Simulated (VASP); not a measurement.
# Si16CO in VASP: notebook

Si16CO is run at these levels: PBE; tasks: single point.

All numbers are computed with VASP 6.6.1; they aren't measurements. Logs are shortened: lines on timing, memory, paths and dates and some standing lists are left out, and cuts for length are marked.

**1. The cell of the first run**

The cell holds a slab with vacuum, 18 atoms: a = 7.735 Å, b = 7.735 Å, c = 22.112 Å, α = 90.00°, β = 90.00°, γ = 90.00°.

**2. Single point, PBE**

The input, INCAR:

```
SYSTEM = Si16CO
PREC = Accurate
ENCUT = 520
EDIFF = 1E-6
ISMEAR = 0
SIGMA = 0.05
LREAL = Auto
LASPH = .True.
NELM = 60
ALGO = Normal
ISIF = 2
LWAVE = .False.
LCHARG = .False.
LDIPOL = .True.
IDIPOL = 3
DIPOL = 0.5 0.5 0.281
GGA = PE
NBANDS = 52
```

The input, KPOINTS:

```
regular mesh
0
Gamma
  4 4 1
  0 0 0
```

The input, POSCAR:

```
Si16CO
1.0
    7.7354121591      0.0000000000      0.0000000000
    0.0000000000      7.7354121591      0.0000000000
    0.0000000000      0.0000000000     22.1119221361
Si C O
16 1 1
Direct
    0.0000000000      0.2500000000      0.1808978874
    0.0000000000      0.7500000000      0.1808978874
    0.5000000000      0.2500000000      0.1808978874
    0.5000000000      0.7500000000      0.1808978874
    0.0000000000      0.0000000000      0.2427396662
    0.0000000000      0.5000000000      0.2427396662
    0.5000000000      0.0000000000      0.2427396662
    0.5000000000      0.5000000000      0.2427396662
    0.2500000000      0.0000000000      0.3062012287
    0.2500000000      0.5000000000      0.3062012287
    0.7500000000      0.0000000000      0.3062012287
    0.7500000000      0.5000000000      0.3062012287
    0.2500000000      0.2500000000      0.3668573942
    0.2500000000      0.7500000000      0.3668573942
    0.7500000000      0.2500000000      0.3668573942
    0.7500000000      0.7500000000      0.3668573942
    0.5000000000      0.7500000000      0.3257031248
    0.5918311799      0.8418311799      0.3519333185
```

Potentials or basis: VASP PAW PBE potentials, release 64 (Si, C, O).

Run with:

```bash
$ cat potpaw_PBE.64/Si/POTCAR potpaw_PBE.64/C/POTCAR potpaw_PBE.64/O/POTCAR > POTCAR
$ mpirun -np 1 vasp_std > vasp.out
```

OUTCAR:

```text
SYSTEM = Si16CO
   PREC = Accurate
   ENCUT = 520
   EDIFF = 1E-6
   ISMEAR = 0
   LREAL = Auto
   LASPH = .True.
   NELM = 60
   ISIF = 2
   GGA = PE

 ion  position               nearest neighbor table
   1  0.000  0.250  0.181-   5 2.37   6 2.37
   2  0.000  0.750  0.181-   5 2.37   6 2.37
   3  0.500  0.250  0.181-   7 2.37   8 2.37
   4  0.500  0.750  0.181-   7 2.37   8 2.37
   5  0.000  0.000  0.243-   1 2.37   2 2.37   9 2.39  11 2.39
   6  0.000  0.500  0.243-   1 2.37   2 2.37  10 2.39  12 2.39
   7  0.500  0.000  0.243-   3 2.37   4 2.37   9 2.39  11 2.39
   8  0.500  0.500  0.243-   3 2.37   4 2.37  10 2.39  12 2.39
   9  0.250  0.000  0.306-  13 2.35  14 2.35   5 2.39   7 2.39
  10  0.250  0.500  0.306-  13 2.35  14 2.35   6 2.39   8 2.39
  11  0.750  0.000  0.306-  18 2.00  16 2.35  15 2.35   7 2.39   5 2.39
  12  0.750  0.500  0.306-  15 2.35  16 2.35   6 2.39   8 2.39
  13  0.250  0.250  0.367-   9 2.35  10 2.35
  14  0.250  0.750  0.367-  17 2.14  10 2.35   9 2.35
  15  0.750  0.250  0.367-  11 2.35  12 2.35
  16  0.750  0.750  0.367-  18 1.45  17 2.14  11 2.35  12 2.35
  17  0.500  0.750  0.326-  18 1.16  16 2.14  14 2.14
  18  0.592  0.842  0.352-  17 1.16  16 1.45  11 2.00

  LATTYP: Found a simple tetragonal cell.
 ALAT       =     7.7354121591
 C/A-ratio  =     2.8585318638

  Lattice vectors:

 A1 = (   7.7354121591,   0.0000000000,   0.0000000000)
 A2 = (   0.0000000000,   7.7354121591,   0.0000000000)
 A3 = (   0.0000000000,   0.0000000000,  22.1119221361)

Analysis of symmetry for initial positions (statically):
=====================================================================
 Subroutine PRICEL returns:
 Original cell was already a primitive cell.

 Routine SETGRP: Setting up the symmetry group for a
 simple tetragonal supercell.

 Subroutine GETGRP returns: Found  1 space group operations
 (whereof  1 operations were pure point group operations)
 out of a pool of 16 trial point group operations.

The static configuration has the point symmetry C_1 .

Analysis of symmetry for dynamics (positions and initial velocities):
=====================================================================
 Subroutine PRICEL returns:
 Original cell was already a primitive cell.

 Routine SETGRP: Setting up the symmetry group for a
 simple tetragonal supercell.

 Subroutine GETGRP returns: Found  1 space group operations
 (whereof  1 operations were pure point group operations)
[... 131 lines left out ...]
   NUPDOWN=      -1.0000    fix difference up-down
   EMIN   =  10.00;   EMAX   =-10.00  energy-range for DOS
   EFERMI =   0.00;   METHOD = LEGACY
   ISMEAR =     0;   SIGMA  =   0.05  broadening in eV -4-tet -1-fermi 0-gaus
   EFERMI_NEDOS =   21; number of points for ismear=-14 and -15
   IALGO  =     38    algorithm
   IMIX   =      4    mixing-type and parameters
     AMIX     =   0.40;   BMIX     =  1.00
     AMIX_MAG =   1.60;   BMIX_MAG =  1.00
  volume/ion in A,a.u.               =      73.51       496.04
  Fermi-wavevector in a.u.,A,eV,Ry     =   0.626067  1.183095  5.332941  0.391960
  Thomas-Fermi vector in A             =   1.687191
   LORBIT       =      0    0 simple, 1 ext, 2 COOP (PROOUT), +10 PAW based schemes
   GGA     = PE    functional components
   LHFCALC =     F    Hartree Fock is set to
   AEXX    =    0.0000 exact exchange contribution
   IVDW    =     0    specifies the selected vdW correction
   LEPSILON=     F    determine dielectric tensor
   LRPA    =     F    only Hartree local field effects (RPA)
 non-spin polarized calculation
 Gauss-broadening in eV      SIGMA  =   0.05
  energy-cutoff  :      520.00
  volume of cell :     1323.10
 maximum number of plane-waves:     35688
 NGX is ok and might be reduce to    60
   NGX = 29   NGY = 29   NGZ = 83

 dipolmoment           0.000000      0.000000      0.291598 electrons x Angstroem

 number of electron      74.0000000 magnetization

 dipolmoment           0.000000      0.000000     -0.039640 electrons x Angstroem

 Free energy of the ion-electron system (eV)
  ---------------------------------------------------
  ext. energy  EPLUGINS =         0.00000000
  ---------------------------------------------------
  free energy    TOTEN  =       -81.54917311 eV

  energy without entropy =      -81.53715558  energy(sigma->0) =      -81.54316434

 E-fermi :  -2.3320     XC(G=0):  -3.2406

 val. band max:       -2.3513964688   @ k =   0.2500   0.2500   0.0000
 cond. band min:      -2.3125409812   @ k =   0.0000   0.5000   0.0000
 fundamental gap:      0.0388554876
 Fermi energy:        -2.3319933778

 k-point     1 :       0.0000    0.0000    0.0000
  band No.  band energies     occupation
      1     -30.1821      2.00000
      2     -17.4155      2.00000
      3     -14.2843      2.00000
      4     -13.5040      2.00000
      5     -13.0298      2.00000
      6     -11.6708      2.00000
[... 509 lines left out ...]
     48       1.5312      0.00000
     49       1.5831      0.00000
 [bands above 49 left out]

------------------------ aborting loop because EDIFF is reached ----------------------------------------

 vacuum level on the upper side and lower side of the slab       (xc-potential included)        -0.167        -0.061

  FORCE on cell =-STRESS in cart. coord.  units (eV):
  Direction    XX          YY          ZZ          XY          YZ          ZX
  --------------------------------------------------------------------------------------
  -------------------------------------------------------------------------------------
  Total       17.8875925      8.5639908      6.8770668      2.0214167     -0.4674958      8.7419659
  in kB       21.6605290     10.3703488      8.3276106      2.4477836     -0.5661022     10.5858631
  external PRESSURE =      13.4528295 kB  Pullay stress =       0.0000000 kB

 VOLUME and BASIS-vectors are now :
 -----------------------------------------------------------------------------
  energy-cutoff  :      520.00
  volume of cell :     1323.10
      direct lattice vectors                 reciprocal lattice vectors
     7.735412159  0.000000000  0.000000000     0.129275594  0.000000000  0.000000000
     0.000000000  7.735412159  0.000000000     0.000000000  0.129275594  0.000000000
     0.000000000  0.000000000 22.111922136     0.000000000  0.000000000  0.045224472

 POSITION                                       TOTAL-FORCE (eV/Angst)
 -----------------------------------------------------------------------------------
      0.00000      1.93385      4.00000        -0.115384     -0.003791      0.200870
      0.00000      5.80156      4.00000         0.082812     -0.033817      0.203141
      3.86771      1.93385      4.00000         0.121003     -0.020753     -0.061344
      3.86771      5.80156      4.00000         0.096731      0.024676      0.585570
      0.00000      0.00000      5.36744         0.201185      0.044669     -0.334210
      0.00000      3.86771      5.36744         0.052410      0.028372     -0.332577
[... 10 lines left out ...]
      3.86771      5.80156      7.20192       -10.603503     -6.758762     -5.352149
      4.57806      6.51191      7.78192        -5.365770     11.842953      4.084530
 -----------------------------------------------------------------------------------
    total drift:                               -0.002969     -0.003556      0.014379

  FREE ENERGIE OF THE ION-ELECTRON SYSTEM (eV)
  ---------------------------------------------------
  free  energy   TOTEN  =       -81.5491731090 eV

  energy  without entropy=      -81.5371555791  energy(sigma->0) =      -81.54316434

 vacuum level on the upper side and lower side of the slab         2.624         2.738
```

OSZICAR:

```text
N       E                     dE             d eps       ncg     rms          rms(c)
DAV:   1     0.457719736186E+03    0.45772E+03   -0.22383E+04  1072   0.990E+02
DAV:   2    -0.908645140541E+01   -0.46681E+03   -0.45213E+03  1520   0.188E+02
DAV:   3    -0.805972912150E+02   -0.71511E+02   -0.69472E+02  1356   0.742E+01
[... 18 lines left out ...]
DAV:  22    -0.815491496388E+02   -0.20433E-04   -0.61463E-07   936   0.231E-03    0.743E-04
DAV:  23    -0.815491676716E+02   -0.18033E-04   -0.78352E-07   908   0.155E-03    0.313E-04
DAV:  24    -0.815491713233E+02   -0.36516E-05   -0.13196E-07   808   0.672E-04    0.225E-04
DAV:  25    -0.815491725850E+02   -0.12617E-05   -0.48828E-08   688   0.401E-04    0.125E-04
DAV:  26    -0.815491731090E+02   -0.52409E-06   -0.25383E-08   684   0.329E-04
   1 F= -.81549173E+02 E0= -.81543164E+02  d E =-.120175E-01
```

It took 23 min on 1 thread of Intel Xeon Platinum 8375C at 2.90GHz (Ice Lake), shared host; peak memory 1.4 GiB.

Results:

```
Free energy            : -81.5492 eV
Largest force          : 15.663 eV/Å
Band gap on the k mesh : zero (bands 37 and 38 overlap by 0.21 eV)
```

Forces in eV/Å, atoms in the order of the input:
```
Si   -0.115  -0.004   0.201
Si    0.083  -0.034   0.203
Si    0.121  -0.021  -0.061
Si    0.097   0.025   0.586
Si    0.201   0.045  -0.334
Si    0.052   0.028  -0.333
Si    0.076   0.516  -0.632
Si   -0.142  -0.224  -0.039
Si   -0.283   0.354  -0.236
Si   -0.476  -0.515  -0.257
Si    2.032   2.263  -1.865
Si   -0.226  -0.724  -0.353
Si    0.014   0.000   0.088
Si    0.852  -0.537  -0.341
Si   -0.034   0.004   0.405
Si   13.718  -6.261   4.236
C   -10.604  -6.759  -5.352
O    -5.366  11.843   4.085
```

Levels at points of the mesh, in eV from the Fermi level:
```
           k point  band 35  band 36  band 37  band 38  band 39  band 40
(0.00, 0.00, 0.00)    -0.38    -0.14    -0.02     0.17     0.29     0.56
(0.50, 0.00, 0.00)    -0.59    -0.26    -0.10     0.37     0.68     0.82
(0.00, 0.50, 0.00)    -0.46    -0.37    -0.15    -0.10    -0.06     0.02
(0.50, 0.50, 0.00)    -0.34    -0.30    -0.11     0.20     0.51     0.61
```

**3. Single point, PBE**

The input, INCAR:

```
PREC = Accurate
ENCUT = 520
EDIFF = 1E-6
ISMEAR = 0
SIGMA = 0.05
LREAL = Auto
LASPH = T
NELM = 60
ALGO = Normal
ISIF = 2
LWAVE = F
LCHARG = F
LDIPOL = T
IDIPOL = 3
DIPOL = 0.5 0.5 0.280
GGA = PE
NBANDS = 52
```

The input, KPOINTS:

```
regular mesh
0
Gamma
  4 4 1
```

Edit POSCAR of step 2 so:

```diff
@@ -25,2 +25,2 @@
     0.5000000000      0.7500000000      0.3257031248
-    0.5918311799      0.8418311799      0.3519333185
+    0.6060375128      0.8560375128      0.3257031248
```

Potentials or basis: VASP PAW PBE potentials, release 64 (Si, C, O).

Run with:

```bash
$ cat potpaw_PBE.64/Si/POTCAR potpaw_PBE.64/C/POTCAR potpaw_PBE.64/O/POTCAR > POTCAR
$ mpirun -np 1 vasp_std > vasp.out
```

Wall time 24 min (1 thread of Intel Xeon Platinum 8375C at 2.90GHz (Ice Lake), shared host); peak memory 1.3 GiB.

Results (log left out):

```
Free energy            : -81.6154 eV
Largest force          : 14.463 eV/Å
Band gap on the k mesh : zero (bands 37 and 38 overlap by 0.33 eV)
```

Forces in eV/Å, atoms in the order of the input:
```
Si   -0.178   0.075   0.200
Si    0.095  -0.096   0.226
Si    0.114  -0.097   0.007
Si   -0.038   0.177   0.280
Si    0.162  -0.180  -0.301
Si    0.191  -0.170  -0.323
Si   -0.652   1.613  -2.517
Si   -0.043   0.233   0.138
Si   -0.323   0.470  -0.237
Si   -0.494  -0.531  -0.237
Si    3.153   4.138  -2.192
Si   -0.007  -0.743  -0.489
Si   -0.051   0.027   0.076
Si    1.869  -0.070  -0.521
Si   -0.069   0.113   0.558
Si    4.179  -3.434   4.111
C   -10.739  -9.595   1.331
O     2.832   8.069  -0.111
```

Levels at points of the mesh, in eV from the Fermi level:
```csv
k point,band 34,band 35,band 36,band 37,band 38,band 39,band 40,band 41
"(0.00, 0.00, 0.00)",-0.77,-0.35,-0.23,0.03,0.06,0.32,0.63,0.77
"(0.50, 0.00, 0.00)",-0.70,-0.63,-0.30,0.19,0.29,0.50,0.82,0.86
"(0.00, 0.50, 0.00)",-0.65,-0.46,-0.33,-0.18,-0.14,-0.03,0.04,0.66
"(0.50, 0.50, 0.00)",-0.43,-0.42,-0.35,-0.05,0.14,0.36,0.53,0.64
```

The gap in the log of VASP goes by the Fermi energy; the results here count the filled bands.